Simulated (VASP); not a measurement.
# MnS in VASP: further runs

The runs below take MnS through single point, with PBE.

Program: VASP 6.6.1. These are calculated values, not measurements. Logs are shortened: lines on timing, memory, paths and dates and some standing lists are left out, and cuts for length are marked.

### 1 The cell of the first run

The cell holds a slab with vacuum, 8 atoms: a = 3.991 Å, b = 3.991 Å, c = 25.591 Å, α = 90.00°, β = 90.00°, γ = 120.00°.

### 2 Single point, PBE, collinear spin, ferromagnetic start

INCAR reads:

```
ALGO = Normal
DIPOL = 0.5 0.5 0.500
EDIFF = 1E-6
ENCUT = 520
GGA = PE
IDIPOL = 3
ISIF = 2
ISMEAR = 0
ISPIN = 2
LASPH = True
LCHARG = False
LDIPOL = True
LMAXMIX = 4
LORBIT = 11
LREAL = False
LWAVE = False
MAGMOM = 0.14 0.14 0.14 0.14 4.63 4.63 4.63 4.63
NBANDS = 52
NELM = 150
PREC = Accurate
SIGMA = 0.1
```

KPOINTS reads:

```
k-points
0
Gamma
  9 9 1
```

POSCAR reads:

```
MnS
1.0
    3.9912508390      0.0000000000      0.0000000000
   -1.9956254195      3.4565246194      0.0000000000
    0.0000000000      0.0000000000     25.5912386569
S Mn
4 4
Direct
    0.0000000000      0.0000000000      0.3075398086
    0.3333333333      0.6666666667      0.4264756305
    0.6666666667      0.3333333333      0.5510509420
    0.0000000000      0.0000000000      0.6782231151
    0.3333333333      0.6666666667      0.3298895465
    0.6666666667      0.3333333333      0.4564230058
    0.0000000000      0.0000000000      0.5797501276
    0.3333333333      0.6666666667      0.6706478239
```

Potentials or basis: VASP PAW PBE potentials, release 64 (S, Mn_pv).

Command:

```
cat potpaw_PBE.64/S/POTCAR potpaw_PBE.64/Mn_pv/POTCAR > POTCAR
mpirun -np 1 vasp_std > vasp.out
```

OUTCAR:

```text
EDIFF = 1E-6
   ENCUT = 520
   GGA = PE
   ISIF = 2
   ISMEAR = 0
   ISPIN = 2
   LASPH = True
   LORBIT = 11
   LREAL = False
   NELM = 150
   PREC = Accurate

 ion  position               nearest neighbor table
   1  0.000  0.000  0.308-   5 2.37   5 2.37   5 2.37
   2  0.333  0.667  0.426-   6 2.43   6 2.43   6 2.43   5 2.47
   3  0.667  0.333  0.551-   7 2.42   7 2.42   7 2.42   6 2.42
   4  0.000  0.000  0.678-   8 2.31   8 2.31   8 2.31   7 2.52
   5  0.333  0.667  0.330-   1 2.37   1 2.37   1 2.37   2 2.47
   6  0.667  0.333  0.456-   3 2.42   2 2.43   2 2.43   2 2.43
   7  0.000  0.000  0.580-   3 2.42   3 2.42   3 2.42   4 2.52
   8  0.333  0.667  0.671-   4 2.31   4 2.31   4 2.31

  LATTYP: Found a hexagonal cell.
 ALAT       =     3.9912508390
 C/A-ratio  =     6.4118342067

  Lattice vectors:

 A1 = (   3.9912508390,   0.0000000000,   0.0000000000)
 A2 = (  -1.9956254195,   3.4565246194,   0.0000000000)
 A3 = (   0.0000000000,   0.0000000000,  25.5912386569)

Analysis of symmetry for initial positions (statically):
=====================================================================
 Subroutine PRICEL returns:
 Original cell was already a primitive cell.

 Routine SETGRP: Setting up the symmetry group for a
 hexagonal supercell.

 Subroutine GETGRP returns: Found  6 space group operations
 (whereof  6 operations were pure point group operations)
 out of a pool of 24 trial point group operations.

The static configuration has the point symmetry C_3v.

Analysis of symmetry for dynamics (positions and initial velocities):
=====================================================================
 Subroutine PRICEL returns:
 Original cell was already a primitive cell.

 Routine SETGRP: Setting up the symmetry group for a
 hexagonal supercell.

 Subroutine GETGRP returns: Found  6 space group operations
 (whereof  6 operations were pure point group operations)
 out of a pool of 24 trial point group operations.

The dynamic configuration has the point symmetry C_3v.

Analysis of structural, dynamic, and magnetic symmetry:
=====================================================================
 Subroutine PRICEL returns:
 Original cell was already a primitive cell.

 Routine SETGRP: Setting up the symmetry group for a
 hexagonal supercell.

 Subroutine GETGRP returns: Found  6 space group operations
 (whereof  6 operations were pure point group operations)
 out of a pool of 24 trial point group operations.

The overall configuration has the point symmetry C_3v.

 Subroutine INISYM returns: Found  6 space group operations
 (whereof  6 operations are pure point group operations),
 and found     1 'primitive' translations

----------------------------------------------------------------------------------------

                                     Primitive cell

  volume of cell :     353.0531

  direct lattice vectors                    reciprocal lattice vectors
     3.991250839  0.000000000  0.000000000     0.250548021  0.144653968  0.000000000
    -1.995625420  3.456524619  0.000000000     0.000000000  0.289307935  0.000000000
     0.000000000  0.000000000 25.591238657     0.000000000  0.000000000  0.039075873

  length of vectors
     3.991250839  3.991250839 25.591238657     0.289307935  0.289307935  0.039075873

  position of ions in fractional coordinates (direct lattice)
     0.000000000  0.000000000  0.307539809
     0.333333333  0.666666667  0.426475631
     0.666666667  0.333333333  0.551050942
     0.000000000  0.000000000  0.678223115
     0.333333333  0.666666667  0.329889546
     0.666666667  0.333333333  0.456423006
     0.000000000  0.000000000  0.579750128
     0.333333333  0.666666667  0.670647824

  ion indices of the primitive-cell ions
   primitive index   ion index
                 1           1
                 2           2
                 3           3
                 4           4
                 5           5
[... 50 lines left out ...]
   NGX,Y,Z   is equivalent  to a cutoff of  12.50, 12.50, 12.47 a.u.
   NGXF,Y,Z  is equivalent  to a cutoff of  24.99, 24.99, 24.95 a.u.
 SYSTEM =  unknown system
   PREC   = accura    normal or accurate (medium, high low for compatibility)
   ISTART =      0    job   : 0-new  1-cont  2-samecut
   ICHARG =      2    charge: 1-file 2-atom 10-const
   ISPIN  =      2    spin polarized calculation?
   LNONCOLLINEAR =      F non collinear calculations
   LSORBIT =      F    spin-orbit coupling
   LASPH  =      T    aspherical Exc in radial PAW
   ENCUT  =  520.0 eV  38.22 Ry    6.18 a.u.   7.42  7.42 47.58*2*pi/ulx,y,z
   NELM   =    150;   NELMIN=  2; NELMDL= -5     # of ELM steps
   EDIFF  = 0.1E-05   stopping-criterion for ELM
   LREAL  =      F    real-space projection
   EDIFFG = 0.1E-04   stopping-criterion for IOM
   NSW    =      0    number of steps for IOM
   IBRION =     -1    ionic relax: 0-MD 1-quasi-New 2-CG
   NFREE  =      0    steps in history (QN), initial steepest desc. (CG)
   ISIF   =      2    stress and relaxation
   ISYM   =      2    0-nonsym 1-usesym 2-fastsym
   POTIM  = 0.5000    time-step for ionic-motion
   TEBEG  =    0.0;   TEEND  =   0.0 temperature during run
   PSTRESS=    0.0 pullay stress
   NELECT =      76.0000    total number of electrons
   NUPDOWN=      -1.0000    fix difference up-down
   EMIN   =  10.00;   EMAX   =-10.00  energy-range for DOS
   EFERMI =   0.00;   METHOD = LEGACY
   ISMEAR =     0;   SIGMA  =   0.10  broadening in eV -4-tet -1-fermi 0-gaus
   EFERMI_NEDOS =   21; number of points for ismear=-14 and -15
   IALGO  =     38    algorithm
   IMIX   =      4    mixing-type and parameters
     AMIX     =   0.40;   BMIX     =  1.00
     AMIX_MAG =   1.60;   BMIX_MAG =  1.00
  volume/ion in A,a.u.               =      44.13       297.81
  Fermi-wavevector in a.u.,A,eV,Ry     =   0.981144  1.854093 13.097557  0.962643
  Thomas-Fermi vector in A             =   2.112128
   LORBIT       =     11    0 simple, 1 ext, 2 COOP (PROOUT), +10 PAW based schemes
   GGA     = PE    functional components
   LHFCALC =     F    Hartree Fock is set to
   AEXX    =    0.0000 exact exchange contribution
   IVDW    =     0    specifies the selected vdW correction
   LEPSILON=     F    determine dielectric tensor
   LRPA    =     F    only Hartree local field effects (RPA)
 spin polarized calculation
 Gauss-broadening in eV      SIGMA  =   0.10
  energy-cutoff  :      520.00
  volume of cell :      353.05
 maximum number of plane-waves:      9605
 NGX is ok and might be reduce to    30
   NGX = 15   NGY = 15   NGZ = 95

 dipolmoment           0.000000      0.000000      0.101602 electrons x Angstroem

 number of electron      75.9999948 magnetization      18.6142798

 dipolmoment           0.000000      0.000000     -0.130083 electrons x Angstroem

 Free energy of the ion-electron system (eV)
  ---------------------------------------------------
  ext. energy  EPLUGINS =         0.00000000
  ---------------------------------------------------
  free energy    TOTEN  =       -55.38525982 eV

  energy without entropy =      -55.36430516  energy(sigma->0) =      -55.37478249

 E-fermi :  -0.2892     XC(G=0):  -4.9915

 val. band max:       -0.3095607348   @ k =   0.3333   0.2222   0.0000
 cond. band min:      -0.2884552731   @ k =   0.3333  -0.0000   0.0000
 fundamental gap:      0.0211054617
 Fermi energy:        -0.2892242445

 spin component 1

 k-point     1 :       0.0000    0.0000    0.0000
  band No.  band energies     occupation
      1     -50.9259      1.00000
      2     -50.9122      1.00000
      3     -50.9122      1.00000
      4     -50.8934      1.00000
      5     -50.8171      1.00000
      6     -50.8171      1.00000
[... 625 lines left out ...]
     49       2.8375      0.00000
     50       4.1525      0.00000
 Fermi energy:        -0.2892242445

 spin component 2

 k-point     1 :       0.0000    0.0000    0.0000
  band No.  band energies     occupation
      1     -46.5491      1.00000
      2     -46.5027      1.00000
      3     -46.5027      1.00000
      4     -46.3953      1.00000
      5     -46.3701      1.00000
      6     -46.3701      1.00000
[... 625 lines left out ...]
     49       4.3402      0.00000
     50       5.3459      0.00000
 [bands above 50 left out]

------------------------ aborting loop because EDIFF is reached ----------------------------------------

 vacuum level on the upper side and lower side of the slab       (xc-potential included)        -0.784         0.895

  FORCE on cell =-STRESS in cart. coord.  units (eV):
  Direction    XX          YY          ZZ          XY          YZ          ZX
  --------------------------------------------------------------------------------------
  -------------------------------------------------------------------------------------
  Total       -0.3665888     -0.3665888      0.0423636      0.0000000      0.0000000      0.0000000
  in kB       -1.6636033     -1.6636033      0.1922487      0.0000000      0.0000000      0.0000000
  external PRESSURE =      -1.0449860 kB  Pullay stress =       0.0000000 kB

 VOLUME and BASIS-vectors are now :
 -----------------------------------------------------------------------------
  energy-cutoff  :      520.00
  volume of cell :      353.05
      direct lattice vectors                 reciprocal lattice vectors
     3.991250839  0.000000000  0.000000000     0.250548021  0.144653968  0.000000000
    -1.995625420  3.456524619  0.000000000     0.000000000  0.289307935  0.000000000
     0.000000000  0.000000000 25.591238657     0.000000000  0.000000000  0.039075873

 POSITION                                       TOTAL-FORCE (eV/Angst)
 -----------------------------------------------------------------------------------
      0.00000      0.00000      7.87032        -0.000000     -0.000000     -0.008575
     -0.00000      2.30435     10.91404        -0.000000     -0.000000      0.008217
      1.99563      1.15217     14.10208         0.000000      0.000000      0.012369
      0.00000      0.00000     17.35657         0.000000      0.000000      0.011988
     -0.00000      2.30435      8.44228        -0.000000     -0.000000     -0.000458
      1.99563      1.15217     11.68043         0.000000      0.000000     -0.017874
      0.00000      0.00000     14.83652         0.000000     -0.000000      0.001090
     -0.00000      2.30435     17.16271        -0.000000     -0.000000     -0.006758
 -----------------------------------------------------------------------------------
    total drift:                                0.000001     -0.000002     -0.000264

  FREE ENERGIE OF THE ION-ELECTRON SYSTEM (eV)
  ---------------------------------------------------
  free  energy   TOTEN  =       -55.3852598170 eV

  energy  without entropy=      -55.3643051594  energy(sigma->0) =      -55.37478249

 vacuum level on the upper side and lower side of the slab         3.797         5.515

 total charge

# of ion       s       p       d       tot
------------------------------------------
    1        1.326   2.400   0.000   3.726
    2        1.320   2.427   0.000   3.747
    3        1.318   2.421   0.000   3.739
    4        1.316   2.460   0.000   3.776
    5        0.273   6.219   4.883  11.375
    6        0.262   6.211   4.893  11.365
    7        0.250   6.205   4.953  11.408
    8        0.280   6.214   4.977  11.472
--------------------------------------------------
tot          6.345  34.556  19.706  60.607

 magnetization (x)

# of ion       s       p       d       tot
------------------------------------------
    1        0.007   0.019   0.000   0.026
    2        0.012   0.045   0.000   0.058
    3        0.012   0.060   0.000   0.072
    4        0.006   0.047   0.000   0.053
    5        0.048   0.059   4.004   4.111
    6        0.048   0.065   4.163   4.276
    7        0.044   0.053   4.013   4.110
    8        0.056   0.056   4.003   4.114
--------------------------------------------------
tot          0.233   0.404  16.183  16.820
```

Wall time 18 min (1 thread of Intel Xeon Platinum 8488C (Sapphire Rapids), shared host); peak memory 0.75 GiB.

Results:

```
Free energy                                           : -55.3853 eV
Largest force                                         : 0.018 eV/Å
Net moment                                            : 18.61 μB per cell
Site moments                                          : S +0.03, +0.06, +0.07, +0.05; Mn +4.11, +4.28 μB
Valence electrons inside the program's atomic spheres : S 3.73, 3.75, 3.74, 3.78; Mn 11.38, 11.37, 11.41, 11.47
```

Forces in eV/Å, atoms in the order of the input:
```
S    0.000  0.000 -0.009
S    0.000  0.000  0.008
S    0.000  0.000  0.012
S    0.000  0.000  0.012
Mn   0.000  0.000  0.000
Mn   0.000  0.000 -0.018
Mn   0.000  0.000  0.001
Mn   0.000  0.000 -0.007
```

Caveat: semilocal functionals often make such compounds metallic where correlation or magnetic order opens a gap, which also shifts bond lengths; only a ferromagnetic start was run, and an antiferromagnetic order may lie lower in energy.

### 3 Single point, PBE, collinear spin, ferromagnetic start

INCAR reads:

```
ALGO = Normal
DIPOL = 0.5 0.5 0.500
EDIFF = 1E-7
ENCUT = 520
GGA = PE
IDIPOL = 3
ISIF = 2
ISMEAR = 0
ISPIN = 2
LASPH = T
LCHARG = T
LDIPOL = T
LELF = T
LMAXMIX = 4
LORBIT = 11
LREAL = F
LVACPOTAV = T
LVHAR = T
LWAVE = F
MAGMOM = 0.14 0.14 0.14 0.14 4.63 4.63 4.63 4.63
NBANDS = 52
NELM = 150
PREC = Accurate
SIGMA = 0.1
```

KPOINTS is that of step 2.

POSCAR reads:

```
MnS
1.0
    3.9912508390      0.0000000000      0.0000000000
   -1.9956254195      3.4565246194      0.0000000000
    0.0000000000      0.0000000000     25.5912386569
S Mn
4 4
Direct
    0.0000000000      0.0000000000      0.2930690499
    0.3333333333      0.6666666667      0.4204111731
    0.6666666667      0.3333333333      0.5477532962
    0.0000000000      0.0000000000      0.6750954193
    0.3333333333      0.6666666667      0.3249045807
    0.6666666667      0.3333333333      0.4522467038
    0.0000000000      0.0000000000      0.5795888269
    0.3333333333      0.6666666667      0.7069309501
```

Potentials or basis: VASP PAW PBE potentials, release 64 (S, Mn_pv).

Command:

```
cat potpaw_PBE.64/S/POTCAR potpaw_PBE.64/Mn_pv/POTCAR > POTCAR
mpirun -np 1 vasp_std > vasp.out
```

It took 23 min on 1 thread of Intel Xeon Platinum 8124M at 3.00GHz (Skylake/Cascade Lake), shared host; peak memory 0.76 GiB.

The run converged. Its results:

```
Free energy                                           : -54.9685 eV
Largest force                                         : 1.004 eV/Å
Net moment                                            : 19.01 μB per cell
Site moments                                          : S +0.00, +0.07, +0.05; Mn +4.15, +4.33, +4.27, +4.20 μB
Valence electrons inside the program's atomic spheres : S 3.69, 3.75, 3.73; Mn 11.32, 11.35, 11.36, 11.37
```

Forces in eV/Å, atoms in the order of the input:
```
S    0.000  0.000  0.681
S    0.000  0.000  0.201
S    0.000  0.000  0.186
S    0.000  0.000  0.956
Mn   0.000  0.000 -0.741
Mn   0.000  0.000 -0.128
Mn   0.000  0.000 -0.151
Mn   0.000  0.000 -1.004
```

Levels at points of the mesh, in eV from the Fermi level:
Spin up:
```
           k point  band 46  band 47  band 48  band 49  band 50  band 51
(0.00, 0.00, 0.00)     0.04     0.51     0.70     0.70     1.78     2.32
```
Spin down:
```tsv
k point	band 27	band 28	band 29	band 30	band 31	band 32
(0.00, 0.00, 0.00)	-2.27	-2.10	-0.10	0.65	0.65	0.84
```

Caveat: semilocal functionals often make such compounds metallic where correlation or magnetic order opens a gap, which also shifts bond lengths; only a ferromagnetic start was run, and an antiferromagnetic order may lie lower in energy.
